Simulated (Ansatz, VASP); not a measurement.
**MgO: VASP beside Ansatz**

Contents of INCAR:

```
PREC = Accurate
ENCUT = 600
EDIFF = 1E-6
ISMEAR = 0
SIGMA = 0.1
LREAL = False
LASPH = True
NELM = 120
ALGO = Normal
ISIF = 2
LWAVE = False
LCHARG = False
GGA = CA
NBANDS = 11
GGA_COMPAT = False
```

File KPOINTS:

```
regular mesh
0
Gamma
  8 8 8
```

The input POSCAR:

```
MgO
1.0
    0.0000000000      2.1351500000      2.1351500000
    2.1351500000      0.0000000000      2.1351500000
    2.1351500000      2.1351500000      0.0000000000
Mg O
1 1
Direct
    0.0000000000      0.0000000000      0.0000000000
    0.5000000000      0.5000000000      0.5000000000
```

Input for Ansatz:

```yaml
crystal:
  lattice:
    - [0.0, 2.13515, 2.13515]
    - [2.13515, 0.0, 2.13515]
    - [2.13515, 2.13515, 0.0]
  atoms:
    - { symbol: Mg, position: [0.0, 0.0, 0.0] }
    - { symbol: O, position: [0.5, 0.5, 0.5] }
basis:
  ecutwfc: 420
kpoints:
  mp_grid: { grid: [8, 8, 8] }
hamiltonian:
  xc: lda
scf:
  occupations: { method: gaussian, width: 0.1 }
output:
  forces: true
  stress: true
  eigenvalues: true
```

Alike in both runs: task single point; functional LDA; k mesh 8 × 8 × 8; occupations gaussian, width 0.1 eV; no spin polarisation.

|  | VASP | Ansatz |
| --- | --- | --- |
| version | VASP 6.6.1 | Ansatz 0.2.0 |
| potentials or method | VASP PAW LDA potentials, release 64 (Mg, O), cutoff 600 eV | scalar-relativistic, plane waves, PAW |
| valence electrons in the cell | 8 | 16 |

|  | VASP | Ansatz | Ansatz less VASP |
| --- | --- | --- | --- |
| gap on the k mesh at the Fermi level (eV) | 4.27 | 4.27 | -0.001 |
| least direct gap on the mesh (eV) | 4.27 | 4.27 | -0.001 |
| pressure (GPa) | -13.5 | -11.6 | +1.90 |

LDA's correlation is that of Perdew and Zunger in VASP and of Perdew and Wang (1992) in Ansatz. VASP's potentials hold 8 valence electrons a cell and Ansatz's 16, so a difference there can come from the potentials and not from the codes.
